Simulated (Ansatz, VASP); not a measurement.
## One calculation of Se, two programs

The input INCAR:

```
SYSTEM = Se
PREC     = Accurate       ! precision mode
ENCUT    = 520            ! plane-wave cutoff, eV
EDIFF    = 1E-6           ! SCF threshold, eV
ISMEAR   = -1             ! smearing method
SIGMA    = 0.1            ! smearing width, eV
LREAL    = .FALSE.        ! projectors in reciprocal space
LASPH    = .TRUE.         ! aspherical terms in the spheres
NELM     = 60             ! most SCF steps
ALGO     = Normal         ! electronic algorithm
ISIF     = 2              ! what is computed and relaxed
LWAVE    = .FALSE.        ! write WAVECAR
LCHARG   = .FALSE.        ! write CHGCAR
GGA      = RE             ! functional
NBANDS   = 9              ! bands
```

KPOINTS

```
Automatic mesh
0
G
  12 12 12
  0 0 0
```

The input POSCAR:

```
Se
1.0
    2.7703168442      0.0000000000      0.0000000000
    0.0000000000      2.7703168442      0.0000000000
    0.0000000000      0.0000000000      2.7703168442
Se
1
Direct
    0.0000000000      0.0000000000      0.0000000000
```

Input for Ansatz:

```yaml
crystal:
  lattice:
    - [2.7703168442, 0.0, 0.0]
    - [0.0, 2.7703168442, 0.0]
    - [0.0, 0.0, 2.7703168442]
  atoms:
    - { symbol: Se, position: [0.0, 0.0, 0.0] }
hamiltonian:
  xc: revpbe
  pseudopotentials:
    kind: paw
    azcp:
      Se: "pseudopotentials/Se.paw.azcp"
basis:
  ecutwfc: 420
  fft_grid_basis: typed
kpoints:
  mp_grid: { grid: [12, 12, 12], shift: [0, 0, 0] }
magnetization:
  spin_polarized: false
scf:
  occupations: { method: fermi_dirac, width: 0.1 }
  lower_state_search: "off"
output:
  stress: true
```

Alike in both runs: task single point; functional revPBE; k mesh 12 × 12 × 12; occupations fermi-dirac, width 0.1 eV; no spin polarisation.

|  | VASP | Ansatz |
| --- | --- | --- |
| version | VASP 6.6.1 | Ansatz 0.2.0 |
| potentials or method | VASP PAW PBE potentials, release 64 (Se), cutoff 520 eV | plane waves (420 eV) with PAW, scalar-relativistic |
| valence electrons in the cell | 6 | 16 |

|  | VASP | Ansatz | Ansatz less VASP |
| --- | --- | --- | --- |
| pressure (GPa) | 6.8 | 6.8 | -0.02 |

VASP's potentials were made for PBE, not for revPBE. With one functional, cell and mesh, what is left measures potentials, basis and numerics. VASP's potentials hold 6 valence electrons a cell and Ansatz's 16, so a difference there can come from the potentials and not from the codes.
